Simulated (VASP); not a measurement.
# CaMg (P-6m2) in VASP: a series of runs

Runs on CaMg. Level: LDA. Tasks: single point.

All numbers are computed with VASP 6.6.1; they aren't measurements. Logs are shortened: lines on timing, memory, paths and dates and some standing lists are left out, and cuts for length are marked.

**1. The cell of the first run**

The structure is hexagonal, space group P-6m2 (No. 187). The conventional cell has a = 3.558 Å, b = 3.558 Å, c = 5.454 Å, α = 90.00°, β = 90.00°, γ = 120.00°. Ca (site symmetry -6m2) has 6 Mg at 3.41 Å and 6 Ca at 3.56 Å within 4.5 Å. Mg (site symmetry -6m2) has 6 Ca at 3.41 Å and 6 Mg at 3.56 Å within 4.5 Å.

**2. Single point, LDA (strain -0.030 along x and y, -0.030 along z)**

Input file INCAR:

```
SYSTEM = CaMg
  ALGO = Normal
  EDIFF = 1E-7
  ENCUT = 520
  ISIF = 2
  ISMEAR = 0
  LASPH = .TRUE.
  LCHARG = .FALSE.
  LREAL = .FALSE.
  LWAVE = .FALSE.
  NBANDS = 13
  NELM = 80
  PREC = Accurate
  SIGMA = 0.15
```

Input file KPOINTS:

```
k-points
0
G
  15 15 8
  0 0 0
```

Input file POSCAR:

```
CaMg
1.0
    3.5580749875      0.0000000000      0.0000000000
   -1.7790374937      3.0813833277      0.0000000000
    0.0000000000      0.0000000000      5.4536290600
Ca Mg
1 1
Direct
    0.0000000000      0.0000000000      0.5000000000
    0.6666666667      0.3333333333      0.0000000000
```

Potentials or basis: VASP PAW LDA potentials, release 64 (Ca_sv, Mg).

Launch:

```bash
$ cat potpaw_LDA.64/Ca_sv/POTCAR potpaw_LDA.64/Mg/POTCAR > POTCAR
$ mpirun -np 1 vasp_std > vasp.out
```

OUTCAR:

```text
SYSTEM = CaMg
   EDIFF = 1E-7
   ENCUT = 520
   ISIF = 2
   ISMEAR = 0
   LASPH = .TRUE.
   LREAL = .FALSE.
   NELM = 80
   PREC = Accurate

 ion  position               nearest neighbor table
   1  0.000  0.000  0.500-   2 3.41   2 3.41   2 3.41   2 3.41   2 3.41   2 3.41
   2  0.667  0.333  0.000-   1 3.41   1 3.41   1 3.41   1 3.41   1 3.41   1 3.41

  LATTYP: Found a hexagonal cell.
 ALAT       =     3.5580749875
 C/A-ratio  =     1.5327470835

  Lattice vectors:

 A1 = (   3.5580749875,   0.0000000000,   0.0000000000)
 A2 = (  -1.7790374937,   3.0813833277,   0.0000000000)
 A3 = (   0.0000000000,   0.0000000000,   5.4536290600)

Analysis of symmetry for initial positions (statically):
=====================================================================
 Subroutine PRICEL returns:
 Original cell was already a primitive cell.

 Routine SETGRP: Setting up the symmetry group for a
 hexagonal supercell.

 Subroutine GETGRP returns: Found 12 space group operations
 (whereof 12 operations were pure point group operations)
 out of a pool of 24 trial point group operations.

The static configuration has the point symmetry D_3h.

Analysis of symmetry for dynamics (positions and initial velocities):
=====================================================================
 Subroutine PRICEL returns:
 Original cell was already a primitive cell.

 Routine SETGRP: Setting up the symmetry group for a
 hexagonal supercell.

 Subroutine GETGRP returns: Found 12 space group operations
 (whereof 12 operations were pure point group operations)
 out of a pool of 24 trial point group operations.

The dynamic configuration has the point symmetry D_3h.

 Subroutine INISYM returns: Found 12 space group operations
 (whereof 12 operations are pure point group operations),
 and found     1 'primitive' translations

----------------------------------------------------------------------------------------

                                     Primitive cell

  volume of cell :      59.7925

  direct lattice vectors                    reciprocal lattice vectors
     3.558074987  0.000000000  0.000000000     0.281050850  0.162264784  0.000000000
    -1.779037494  3.081383328  0.000000000     0.000000000  0.324529568  0.000000000
     0.000000000  0.000000000  5.453629060     0.000000000  0.000000000  0.183364140

  length of vectors
     3.558074987  3.558074987  5.453629060     0.324529568  0.324529568  0.183364140

  position of ions in fractional coordinates (direct lattice)
     0.000000000  0.000000000  0.500000000
     0.666666667  0.333333333  0.000000000

  ion indices of the primitive-cell ions
   primitive index   ion index
                 1           1
                 2           2

----------------------------------------------------------------------------------------

 KPOINTS: k-points

Automatic generation of k-mesh.
 Grid dimensions read from file:
 generate k-points for:   15   15    8

 Generating k-lattice:

  Cartesian coordinates                     Fractional coordinates (reciprocal lattice)
     0.018736723  0.010817652  0.000000000     0.066666667 -0.000000000  0.000000000
     0.000000000  0.021635305  0.000000000     0.000000000  0.066666667  0.000000000
     0.000000000  0.000000000  0.022920517     0.000000000  0.000000000  0.125000000

  Length of vectors
     0.021635305  0.021635305  0.022920517

  Shift w.r.t. Gamma in fractional coordinates (k-lattice)
     0.000000000  0.000000000  0.000000000

 Subroutine IBZKPT returns following result:
 ===========================================

 Found    135 irreducible k-points:

 Following reciprocal coordinates:
            Coordinates               Weight
  0.000000  0.000000  0.000000      1.000000
  0.066667 -0.000000  0.000000      6.000000
  0.133333  0.000000  0.000000      6.000000
  0.200000 -0.000000  0.000000      6.000000
  0.266667  0.000000  0.000000      6.000000
  0.333333  0.000000  0.000000      6.000000
[... 16 lines left out ...]
  0.333333  0.200000  0.000000     12.000000
  0.400000  0.200000  0.000000      6.000000
 [... further k-points ...]
   k-points           NKPTS =    135   k-points in BZ     NKDIM =    135   number of bands    NBANDS=     13
   number of dos      NEDOS =    301   number of ions     NIONS =      2
   total plane-waves  NPLWV =  32928
   dimension x,y,z NGX =    28 NGY =   28 NGZ =   42
   dimension x,y,z NGXF=    56 NGYF=   56 NGZF=   84
   ions per type =               1   1
   NGX,Y,Z   is equivalent  to a cutoff of  13.08, 13.08, 12.80 a.u.
   NGXF,Y,Z  is equivalent  to a cutoff of  26.17, 26.17, 25.61 a.u.
 SYSTEM =  CaMg
   PREC   = accura    normal or accurate (medium, high low for compatibility)
   ISTART =      0    job   : 0-new  1-cont  2-samecut
   ICHARG =      2    charge: 1-file 2-atom 10-const
   ISPIN  =      1    spin polarized calculation?
   LNONCOLLINEAR =      F non collinear calculations
   LSORBIT =      F    spin-orbit coupling
   LASPH  =      T    aspherical Exc in radial PAW
   ENCUT  =  520.0 eV  38.22 Ry    6.18 a.u.   6.62  6.62 10.14*2*pi/ulx,y,z
   NELM   =     80;   NELMIN=  2; NELMDL= -5     # of ELM steps
   EDIFF  = 0.1E-06   stopping-criterion for ELM
   LREAL  =      F    real-space projection
   EDIFFG = 0.1E-05   stopping-criterion for IOM
   NSW    =      0    number of steps for IOM
   IBRION =     -1    ionic relax: 0-MD 1-quasi-New 2-CG
   NFREE  =      0    steps in history (QN), initial steepest desc. (CG)
   ISIF   =      2    stress and relaxation
   ISYM   =      2    0-nonsym 1-usesym 2-fastsym
   POTIM  = 0.5000    time-step for ionic-motion
   TEBEG  =    0.0;   TEEND  =   0.0 temperature during run
   PSTRESS=    0.0 pullay stress
   NELECT =      12.0000    total number of electrons
   NUPDOWN=      -1.0000    fix difference up-down
   EMIN   =  10.00;   EMAX   =-10.00  energy-range for DOS
   EFERMI =   0.00;   METHOD = LEGACY
   ISMEAR =     0;   SIGMA  =   0.15  broadening in eV -4-tet -1-fermi 0-gaus
   EFERMI_NEDOS =   21; number of points for ismear=-14 and -15
   IALGO  =     38    algorithm
   IMIX   =      4    mixing-type and parameters
     AMIX     =   0.40;   BMIX     =  1.00
     AMIX_MAG =   1.60;   BMIX_MAG =  1.00
  volume/ion in A,a.u.               =      29.90       201.75
  Fermi-wavevector in a.u.,A,eV,Ry     =   0.958487  1.811279 12.499648  0.918698
  Thomas-Fermi vector in A             =   2.087599
   LORBIT       =      0    0 simple, 1 ext, 2 COOP (PROOUT), +10 PAW based schemes
   GGA     = CA    functional components
   LHFCALC =     F    Hartree Fock is set to
   AEXX    =    0.0000 exact exchange contribution
   IVDW    =     0    specifies the selected vdW correction
   LEPSILON=     F    determine dielectric tensor
   LRPA    =     F    only Hartree local field effects (RPA)
 non-spin polarized calculation
 Gauss-broadening in eV      SIGMA  =   0.15
  energy-cutoff  :      520.00
  volume of cell :       59.79
 maximum number of plane-waves:      1640
 NGX is ok and might be reduce to    28
   NGX = 13   NGY = 13   NGZ = 21

 number of electron      12.0000003 magnetization

 Free energy of the ion-electron system (eV)
  ---------------------------------------------------
  ext. energy  EPLUGINS =         0.00000000
  ---------------------------------------------------
  free energy    TOTEN  =        -3.97636455 eV

  energy without entropy =       -3.96149781  energy(sigma->0) =       -3.96893118

 E-fermi :   2.3330     XC(G=0):  -8.5181

 val. band max:        2.3136619688   @ k =   0.2667   0.0000   0.0000
 cond. band min:       2.3389880607   @ k =   0.3333   0.3333   0.2500
 fundamental gap:      0.0253260919
 Fermi energy:         2.3330330427

 k-point     1 :       0.0000    0.0000    0.0000
  band No.  band energies     occupation
      1     -38.7069      2.00000
      2     -20.0260      2.00000
      3     -19.8869      2.00000
      4     -19.8869      2.00000
      5      -3.0724      2.00000
      6       1.4815      2.00000
      7       2.0549      1.99127
      8       4.9726      0.00000
      9       4.9726      0.00000
     10       6.3611      0.00000
     11       6.3611      0.00000
     12       7.2140      0.00000
     13      11.8713      0.00000

 k-point     2 :       0.0667   -0.0000    0.0000
  band No.  band energies     occupation
      1     -38.7054      2.00000
      2     -20.0240      2.00000
      3     -19.8999      2.00000
      4     -19.8899      2.00000
      5      -2.9963      2.00000
      6       1.5633      2.00000
      7       2.0726      1.98593
      8       4.8527      0.00000
      9       5.0396      0.00000
     10       6.3304      0.00000
     11       6.3579      0.00000
     12       7.2092      0.00000
     13      10.8162      0.00000

 k-point     3 :       0.1333    0.0000    0.0000
  band No.  band energies     occupation
      1     -38.7013      2.00000
      2     -20.0184      2.00000
      3     -19.9365      2.00000
      4     -19.8982      2.00000
      5      -2.7701      2.00000
      6       1.8001      2.00000
      7       2.1247      1.95045
      8       4.5336      0.00000
      9       5.2365      0.00000
     10       6.2455      0.00000
     11       6.3466      0.00000
     12       7.1674      0.00000
     13       9.4780      0.00000
[... 305 lines left out ...]
 k-point    23 :       0.3333    0.2000    0.0000
  band No.  band energies     occupation
      1     -38.6711      2.00000
      2     -20.1381      2.00000
      3     -20.0120      2.00000
      4     -19.9780      2.00000
      5       0.3108      2.00000
      6       1.9950      1.99856
      7       2.8599      0.00000
      8       3.0402      0.00000
      9       4.5661      0.00000
     10       5.3842      0.00000
     11       6.1433      0.00000
     12       7.2551      0.00000
     13       7.6009      0.00000

 k-point    24 :       0.4000    0.2000    0.0000
  band No.  band energies     occupation
      1     -38.6699      2.00000
      2     -20.1438      2.00000
      3     -20.0188      2.00000
      4     -19.9764      2.00000
      5       0.9866      2.00000
      6       1.3379      2.00000
      7       2.9351      0.00000
      8       2.9687      0.00000
      9       4.4403      0.00000
     10       5.5823      0.00000
     11       6.0399      0.00000
     12       7.3398      0.00000
     13       7.4770      0.00000

 [... further k-points ...]

------------------------ aborting loop because EDIFF is reached ----------------------------------------

  FORCE on cell =-STRESS in cart. coord.  units (eV):
  Direction    XX          YY          ZZ          XY          YZ          ZX
  --------------------------------------------------------------------------------------
  -------------------------------------------------------------------------------------
  Total        0.0511877      0.0511877     -0.0362776      0.0000000      0.0000000      0.0000000
  in kB        1.3716061      1.3716061     -0.9720816      0.0000000      0.0000000      0.0000000
  external PRESSURE =       0.5903768 kB  Pullay stress =       0.0000000 kB

 VOLUME and BASIS-vectors are now :
 -----------------------------------------------------------------------------
  energy-cutoff  :      520.00
  volume of cell :       59.79
      direct lattice vectors                 reciprocal lattice vectors
     3.558074987  0.000000000  0.000000000     0.281050850  0.162264784  0.000000000
    -1.779037494  3.081383328  0.000000000     0.000000000  0.324529568  0.000000000
     0.000000000  0.000000000  5.453629060     0.000000000  0.000000000  0.183364140

 POSITION                                       TOTAL-FORCE (eV/Angst)
 -----------------------------------------------------------------------------------
      0.00000      0.00000      2.72681        -0.000000      0.000000      0.000000
      1.77904      1.02713      0.00000         0.000000     -0.000000      0.000000
 -----------------------------------------------------------------------------------
    total drift:                                0.000000     -0.000000      0.000000

  FREE ENERGIE OF THE ION-ELECTRON SYSTEM (eV)
  ---------------------------------------------------
  free  energy   TOTEN  =        -3.9763645472 eV

  energy  without entropy=       -3.9614978058  energy(sigma->0) =       -3.96893118
```

It took 45 s on 1 thread of AMD EPYC 9R45 (Zen 5), shared host; peak memory 0.21 GiB.

What came out:

- Free energy: -3.9764 eV
- Pressure: 0.1 GPa
- Band gap on the k mesh: zero (bands 6 and 7 overlap by 0.72 eV)

Caveat: the cell differs from its parent crystal (strain -0.030 along x and y, -0.030 along z).

(Continued in part 2 of 2.)

The gap in the log of VASP goes by the Fermi energy; the results here count the filled bands.